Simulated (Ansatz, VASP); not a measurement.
Si3N2: VASP beside Ansatz

```
CELL_PARAMETERS angstrom
3.08637 0.00000 0.00000
0.00000 3.08637 0.00000
0.00000 0.00000 6.67886
ATOMIC_POSITIONS crystal
Si 0.50000 0.00000 0.25992
Si 0.00000 0.50000 0.25992
Si 0.50000 0.50000 0.30433
N 0.50000 0.00000 0.85157
N 0.00000 0.50000 0.85157
```

Alike in both runs: task single point; functional PBE; k mesh 6 × 6 × 4; occupations gaussian, width 0.1 eV; collinear spin.

|  | VASP | Ansatz |
| --- | --- | --- |
| version | VASP 6.6.1 | Ansatz 0.2.0 |
| potentials or method | VASP PAW PBE potentials, release 64 (Si, N), cutoff 520 eV | scalar-relativistic, plane waves, PAW |
| valence electrons in the cell | 22 | 22 |

```csv
,VASP,Ansatz,Ansatz less VASP
gap on the k mesh at the Fermi level (eV),none,none,-
rms of the force components (eV/Å),7.761,7.779,+0.0180
net moment per atom (μB),0.06,0.06,0.000
size of the moment on the site where the two differ most (μB),0.10,0.12,+0.017
```

Site moments also hang on the region over which each program counts them. Atom by atom the forces differ by 0.018 eV/Å (rms over components). A gap of «none» marks a metal or a gap that the smearing closes.
